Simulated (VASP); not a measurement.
# Si16N (a cell with a defect) in VASP: single point with PBEsol

Aim: the single point of Si16N (a cell with a defect) with PBEsol.

Program: VASP 6.6.1. These are calculated values, not measurements. Logs are shortened: lines on timing, memory, paths and dates and some standing lists are left out, and cuts for length are marked.

### Step 1. The cell of the first run

The cell holds a defect, 17 atoms: a = 7.679 Å, b = 7.679 Å, c = 7.679 Å, α = 60.00°, β = 60.00°, γ = 60.00°.

### Step 2. Single point, PBEsol, collinear spin, ferromagnetic start

Input file INCAR:

```
SYSTEM = Si16N
  PREC = Accurate
  ENCUT = 520
  EDIFF = 1E-7
  ISMEAR = -1
  SIGMA = 0.02
  LREAL = Auto
  LASPH = .TRUE.
  NELM = 150
  ALGO = Normal
  ISIF = 2
  LWAVE = .FALSE.
  LCHARG = .FALSE.
  ISPIN = 2
  MAGMOM = 0 0 0 0 0 0 0 0 0 0 0 0 0 0 0 0 1
  LORBIT = 11
  GGA = PS
  NBANDS = 52
```

Input file KPOINTS:

```
regular mesh
0
G
  2 2 2
  0 0 0
```

Input file POSCAR:

```
Si16N
1.0
    0.0000000000      5.4300000000      5.4300000000
    5.4300000000      0.0000000000      5.4300000000
    5.4300000000      5.4300000000      0.0000000000
Si N
16 1
Direct
    0.0122559853      0.0308379374      0.0056998158
    0.1313996317      0.1933517495      0.1256721915
    0.1252394107     -0.1000644567      0.4776887661
    0.2005432781      0.0237292818      0.6623480663
   -0.1203222836      0.5054604052      0.1360128913
    0.1212983425      0.6456629834      0.1818508287
   -0.0131307551      0.3981583794      0.6095027624
    0.0872283610      0.5478913444      0.7542633517
    0.5092357274      0.1817955801     -0.1675782689
    0.6408839779      0.1461141805      0.0569429098
    0.5635451197     -0.0177071823      0.4352762431
    0.6776335175      0.1868232044      0.4787753223
    0.4966022099      0.5147605893      0.0276519337
    0.5732504604      0.7502117864      0.0736556169
    0.4344935543      0.5077532228      0.5334806630
    0.5938121547      0.6283609576      0.6840699816
    0.3734898711      0.7761970534      0.3188674033
```

Potentials or basis: VASP PAW PBE potentials, release 64 (Si, N).

The run is started by

```sh
cat potpaw_PBE.64/Si/POTCAR potpaw_PBE.64/N/POTCAR > POTCAR
mpirun -np 1 vasp_std > vasp.out
```

OUTCAR:

```text
SYSTEM = Si16N
   PREC = Accurate
   ENCUT = 520
   EDIFF = 1E-7
   ISMEAR = -1
   LREAL = Auto
   LASPH = .TRUE.
   NELM = 150
   ISIF = 2
   ISPIN = 2
   LORBIT = 11
   GGA = PS

 ion  position               nearest neighbor table
   1  0.012  0.031  0.006-   4 2.30  10 2.40   6 2.44   2 2.53   7 2.95
   2  0.131  0.193  0.126-   5 2.21   3 2.50   1 2.53   9 2.63   8 2.82
   3  0.125  0.900  0.478-  17 1.75   4 2.44   2 2.50   8 2.52  15 2.73  12 3.01
   4  0.201  0.024  0.662-   1 2.30  11 2.39   7 2.43   3 2.44  16 3.03
   5  0.880  0.505  0.136-   2 2.21  14 2.26   8 2.48   6 2.78  12 2.93
   6  0.121  0.646  0.182-  13 2.37   1 2.44   5 2.78   7 2.79
   7  0.987  0.398  0.610-   4 2.43   8 2.48  16 2.55   6 2.79   1 2.95
   8  0.087  0.548  0.754-  15 2.29   5 2.48   7 2.48   3 2.52   2 2.82   9 3.15
   9  0.509  0.182  0.832-  10 2.25  12 2.34  15 2.45   2 2.63  14 2.79   8 3.15
  10  0.641  0.146  0.057-   9 2.25  11 2.40  13 2.40   1 2.40
  11  0.564  0.982  0.435-  12 2.35  16 2.39   4 2.39  10 2.40
  12  0.678  0.187  0.479-  15 2.32   9 2.34  11 2.35   5 2.93   3 3.01
  13  0.497  0.515  0.028-  16 2.16   6 2.37  14 2.38  10 2.40
  14  0.573  0.750  0.074-  17 1.77   5 2.26  13 2.38   9 2.79  15 2.95
  15  0.434  0.508  0.533-  17 1.90   8 2.29  12 2.32   9 2.45  16 2.70   3 2.73  14 2.95
  16  0.594  0.628  0.684-  13 2.16  11 2.39   7 2.55  15 2.70   4 3.03
  17  0.373  0.776  0.319-   3 1.75  14 1.77  15 1.90

  LATTYP: Found a face centered cubic cell.
 ALAT       =    10.8600000000

  Lattice vectors:

 A1 = (   0.0000000000,   5.4300000000,   5.4300000000)
 A2 = (   5.4300000000,   0.0000000000,   5.4300000000)
 A3 = (   5.4300000000,   5.4300000000,   0.0000000000)

Analysis of symmetry for initial positions (statically):
=====================================================================
 Subroutine PRICEL returns:
 Original cell was already a primitive cell.

 Routine SETGRP: Setting up the symmetry group for a
 face centered cubic supercell.

 Subroutine GETGRP returns: Found  1 space group operations
 (whereof  1 operations were pure point group operations)
 out of a pool of 48 trial point group operations.

The static configuration has the point symmetry C_1 .

Analysis of symmetry for dynamics (positions and initial velocities):
=====================================================================
 Subroutine PRICEL returns:
 Original cell was already a primitive cell.

 Routine SETGRP: Setting up the symmetry group for a
 face centered cubic supercell.

 Subroutine GETGRP returns: Found  1 space group operations
 (whereof  1 operations were pure point group operations)
 out of a pool of 48 trial point group operations.

The dynamic configuration has the point symmetry C_1 .

Analysis of structural, dynamic, and magnetic symmetry:
=====================================================================
 Subroutine PRICEL returns:
 Original cell was already a primitive cell.

 Routine SETGRP: Setting up the symmetry group for a
 face centered cubic supercell.

 Subroutine GETGRP returns: Found  1 space group operations
 (whereof  1 operations were pure point group operations)
 out of a pool of 48 trial point group operations.

The overall configuration has the point symmetry C_1 .

 Subroutine INISYM returns: Found  1 space group operations
 (whereof  1 operations are pure point group operations),
 and found     1 'primitive' translations

----------------------------------------------------------------------------------------

                                     Primitive cell

  volume of cell :     320.2060

  direct lattice vectors                    reciprocal lattice vectors
     0.000000000  5.430000000  5.430000000    -0.092081031  0.092081031  0.092081031
     5.430000000  0.000000000  5.430000000     0.092081031 -0.092081031  0.092081031
     5.430000000  5.430000000  0.000000000     0.092081031  0.092081031 -0.092081031

  length of vectors
     7.679179644  7.679179644  7.679179644     0.159489025  0.159489025  0.159489025

  position of ions in fractional coordinates (direct lattice)
     0.012255985  0.030837937  0.005699816
     0.131399632  0.193351750  0.125672192
     0.125239411  0.899935543  0.477688766
     0.200543278  0.023729282  0.662348066
[... 75 lines left out ...]
   ions per type =              16   1
   NGX,Y,Z   is equivalent  to a cutoff of  12.99, 12.99, 12.99 a.u.
   NGXF,Y,Z  is equivalent  to a cutoff of  25.98, 25.98, 25.98 a.u.
 SYSTEM =  Si16N
   PREC   = accura    normal or accurate (medium, high low for compatibility)
   ISTART =      0    job   : 0-new  1-cont  2-samecut
   ICHARG =      2    charge: 1-file 2-atom 10-const
   ISPIN  =      2    spin polarized calculation?
   LNONCOLLINEAR =      F non collinear calculations
   LSORBIT =      F    spin-orbit coupling
   LASPH  =      T    aspherical Exc in radial PAW
   ENCUT  =  520.0 eV  38.22 Ry    6.18 a.u.  14.28 14.28 14.28*2*pi/ulx,y,z
   NELM   =    150;   NELMIN=  2; NELMDL= -5     # of ELM steps
   EDIFF  = 0.1E-06   stopping-criterion for ELM
   LREAL  =      T    real-space projection
   EDIFFG = 0.1E-05   stopping-criterion for IOM
   NSW    =      0    number of steps for IOM
   IBRION =     -1    ionic relax: 0-MD 1-quasi-New 2-CG
   NFREE  =      0    steps in history (QN), initial steepest desc. (CG)
   ISIF   =      2    stress and relaxation
   ISYM   =      2    0-nonsym 1-usesym 2-fastsym
   POTIM  = 0.5000    time-step for ionic-motion
   TEBEG  =    0.0;   TEEND  =   0.0 temperature during run
   PSTRESS=    0.0 pullay stress
   NELECT =      69.0000    total number of electrons
   NUPDOWN=      -1.0000    fix difference up-down
   EMIN   =  10.00;   EMAX   =-10.00  energy-range for DOS
   EFERMI =   0.00;   METHOD = LEGACY
   ISMEAR =    -1;   SIGMA  =   0.02  broadening in eV -4-tet -1-fermi 0-gaus
   EFERMI_NEDOS =   21; number of points for ismear=-14 and -15
   IALGO  =     38    algorithm
   IMIX   =      4    mixing-type and parameters
     AMIX     =   0.40;   BMIX     =  1.00
     AMIX_MAG =   1.60;   BMIX_MAG =  1.00
  volume/ion in A,a.u.               =      18.84       127.11
  Fermi-wavevector in a.u.,A,eV,Ry     =   0.981480  1.854728 13.106528  0.963303
  Thomas-Fermi vector in A             =   2.112490
   LORBIT       =     11    0 simple, 1 ext, 2 COOP (PROOUT), +10 PAW based schemes
   GGA     = PS    functional components
   LHFCALC =     F    Hartree Fock is set to
   AEXX    =    0.0000 exact exchange contribution
   IVDW    =     0    specifies the selected vdW correction
   LEPSILON=     F    determine dielectric tensor
   LRPA    =     F    only Hartree local field effects (RPA)
 spin polarized calculation
  energy-cutoff  :      520.00
  volume of cell :      320.21
 maximum number of plane-waves:      8646
 NGX is ok and might be reduce to    60
   NGX = 29   NGY = 29   NGZ = 29

 number of electron      69.0000000 magnetization      -0.0000211

 number of electron      69.0000000 magnetization       0.0000023

 Free energy of the ion-electron system (eV)
  ---------------------------------------------------
  ext. energy  EPLUGINS =         0.00000000
  ---------------------------------------------------
  free energy    TOTEN  =       -93.74961399 eV

  energy without entropy =      -93.74016554  energy(sigma->0) =      -93.74488977

 E-fermi :   6.0192     XC(G=0):  -9.7956

 val. band max:        5.9895155993   @ k =   0.0000   0.5000   0.0000
 cond. band min:       6.0430311134   @ k =   0.0000   0.5000   0.0000
 fundamental gap:      0.0535155141
 Fermi energy:         6.0191630518

 spin component 1

 k-point     1 :       0.0000    0.0000    0.0000
  band No.  band energies     occupation
      1     -10.3134      1.00000
      2      -5.8294      1.00000
      3      -4.2474      1.00000
      4      -4.0482      1.00000
      5      -3.8486      1.00000
      6      -3.3370      1.00000
[... 381 lines left out ...]
     45       9.2285      0.00000
     46       9.6111      0.00000
 Fermi energy:         6.0191630518

 spin component 2

 k-point     1 :       0.0000    0.0000    0.0000
  band No.  band energies     occupation
      1     -10.3134      1.00000
      2      -5.8294      1.00000
      3      -4.2474      1.00000
      4      -4.0482      1.00000
      5      -3.8486      1.00000
      6      -3.3370      1.00000
[... 381 lines left out ...]
     45       9.2285      0.00000
     46       9.6111      0.00000
 [bands above 46 left out]

------------------------ aborting loop because EDIFF is reached ----------------------------------------

  FORCE on cell =-STRESS in cart. coord.  units (eV):
  Direction    XX          YY          ZZ          XY          YZ          ZX
  --------------------------------------------------------------------------------------
  -------------------------------------------------------------------------------------
  Total       -3.1224536     -2.0485997    -10.5187939      0.2651520     -0.1678312     -4.3813016
  in kB      -15.6234552    -10.2503383    -52.6316572      1.3267101     -0.8397573    -21.9222059
  external PRESSURE =     -26.1684836 kB  Pullay stress =       0.0000000 kB

 VOLUME and BASIS-vectors are now :
 -----------------------------------------------------------------------------
  energy-cutoff  :      520.00
  volume of cell :      320.21
      direct lattice vectors                 reciprocal lattice vectors
     0.000000000  5.430000000  5.430000000    -0.092081031  0.092081031  0.092081031
     5.430000000  0.000000000  5.430000000     0.092081031 -0.092081031  0.092081031
     5.430000000  5.430000000  0.000000000     0.092081031  0.092081031 -0.092081031

 POSITION                                       TOTAL-FORCE (eV/Angst)
 -----------------------------------------------------------------------------------
      0.19840      0.09750      0.23400         0.397236      0.847475     -0.239099
      1.73230      1.39590      1.76340        -1.764266      0.409823     -0.617110
      7.48050      3.27390      5.56670         0.723088     -0.476813      0.169353
      3.72540      4.68550      1.21780        -0.415505     -1.168408      0.461844
      3.48320      5.51520      7.52130         0.865504      0.942111      1.822844
      4.49340      1.64610      4.16460         0.210954     -0.172689     -1.730535
[... 9 lines left out ...]
      7.12650      6.93890      6.63640        -3.179621     -1.485659      0.868710
      5.94620      3.75950      6.24280        -1.001369      1.651836     -0.889234
 -----------------------------------------------------------------------------------
    total drift:                                0.000673     -0.001987      0.001121

  FREE ENERGIE OF THE ION-ELECTRON SYSTEM (eV)
  ---------------------------------------------------
  free  energy   TOTEN  =       -93.7496139905 eV

  energy  without entropy=      -93.7401655443  energy(sigma->0) =      -93.74488977

 total charge

# of ion       s       p       d       tot
------------------------------------------
    1        0.763   0.866   0.000   1.629
    2        0.812   0.801   0.000   1.613
    3        0.755   0.825   0.000   1.579
    4        0.769   0.892   0.000   1.661
    5        0.788   0.870   0.000   1.658
    6        0.790   0.773   0.000   1.563
[... 9 lines left out ...]
   16        0.780   0.861   0.000   1.642
   17        1.247   2.551   0.000   3.799
--------------------------------------------------
tot         13.685  16.168   0.000  29.853

 magnetization (x)

# of ion       s       p       d       tot
------------------------------------------
    1       -0.000   0.000   0.000  -0.000
    2        0.000   0.000   0.000   0.000
    3        0.000  -0.000   0.000  -0.000
    4       -0.000   0.000   0.000   0.000
    5       -0.000  -0.000   0.000  -0.000
    6        0.000  -0.000   0.000  -0.000
[... 9 lines left out ...]
   16        0.000   0.000   0.000   0.000
   17        0.000   0.000   0.000   0.000
--------------------------------------------------
tot          0.000   0.000   0.000   0.000
```

Run time: 5.2 min. Hardware: 1 thread of Intel Xeon 6975P-C (Granite Rapids), shared host; peak memory 0.71 GiB.

Results:

```yaml
Free_energy: -93.7496 eV
Pressure: -2.6 GPa
Largest_force: 3.615 eV/Å
Net_moment: 0.00 μB per cell
Valence_electrons_inside_the_program's_atomic_spheres: Si 1.63, 1.61, 1.58, 1.66, 1.56, 1.62, 1.65, 1.72, 1.64 (each value once); N 3.80
```

Forces on the atoms (eV/Å):
```
Si   0.397  0.847 -0.239
Si  -1.764  0.410 -0.617
Si   0.723 -0.477  0.169
Si  -0.416 -1.168  0.462
Si   0.866  0.942  1.823
Si   0.211 -0.173 -1.731
Si   0.615 -0.733  1.349
Si   0.035 -1.280 -0.889
Si  -0.277  0.842 -2.323
Si   0.806  1.388  0.857
Si   0.410 -0.085 -0.472
Si  -0.374  0.436  0.514
Si   1.197  0.823 -1.159
Si   1.362 -1.433  0.249
Si   0.390 -0.504  2.026
Si  -3.180 -1.486  0.869
N   -1.001  1.652 -0.889
```

Levels at points of the mesh, in eV from the Fermi level:
Spin up:
| k point | band 32 | band 33 | band 34 | band 35 | band 36 | band 37 |
| --- | --- | --- | --- | --- | --- | --- |
| (0.00, 0.00, 0.00) | -0.44 | -0.25 | -0.03 | 0.14 | 0.38 | 0.51 |
| (0.50, 0.00, 0.00) | -0.99 | -0.86 | -0.52 | 0.20 | 0.60 | 0.85 |
| (0.00, 0.50, 0.00) | -0.78 | -0.42 | -0.20 | -0.03 | 0.02 | 0.82 |
| (0.00, 0.00, 0.50) | -0.88 | -0.39 | -0.26 | 0.22 | 0.70 | 0.74 |
| (0.50, 0.50, 0.50) | -1.05 | -0.77 | -0.45 | -0.21 | 0.51 | 0.72 |
| (0.50, 0.50, 0.00) | -1.07 | -0.93 | -0.70 | 0.04 | 0.92 | 1.04 |
| (0.00, 0.50, 0.50) | -0.74 | -0.58 | -0.35 | -0.21 | 0.61 | 0.94 |
| (0.50, 0.00, 0.50) | -0.96 | -0.60 | -0.47 | -0.09 | 0.74 | 1.08 |
Spin down:
| k point | band 31 | band 32 | band 33 | band 34 | band 35 | band 36 | band 37 | band 38 |
| --- | --- | --- | --- | --- | --- | --- | --- | --- |
| (0.00, 0.00, 0.00) | -0.47 | -0.44 | -0.25 | -0.03 | 0.14 | 0.38 | 0.51 | 0.71 |
| (0.50, 0.00, 0.00) | -1.31 | -0.99 | -0.86 | -0.52 | 0.20 | 0.60 | 0.85 | 1.05 |
| (0.00, 0.50, 0.00) | -1.23 | -0.78 | -0.42 | -0.20 | -0.03 | 0.02 | 0.82 | 1.21 |
| (0.00, 0.00, 0.50) | -1.03 | -0.88 | -0.39 | -0.26 | 0.22 | 0.70 | 0.74 | 1.19 |
| (0.50, 0.50, 0.50) | -1.17 | -1.05 | -0.77 | -0.45 | -0.21 | 0.51 | 0.72 | 0.89 |
| (0.50, 0.50, 0.00) | -1.20 | -1.07 | -0.93 | -0.70 | 0.04 | 0.92 | 1.04 | 1.59 |
| (0.00, 0.50, 0.50) | -0.97 | -0.74 | -0.58 | -0.35 | -0.21 | 0.61 | 0.94 | 1.19 |
| (0.50, 0.00, 0.50) | -1.06 | -0.96 | -0.60 | -0.47 | -0.09 | 0.74 | 1.08 | 1.28 |

Caveat: the k points lie up to 0.50 Å⁻¹ apart; the atoms stand as in a frame of molecular dynamics; the PAW data sets were made with another functional, which shifts forces and pressure a little.
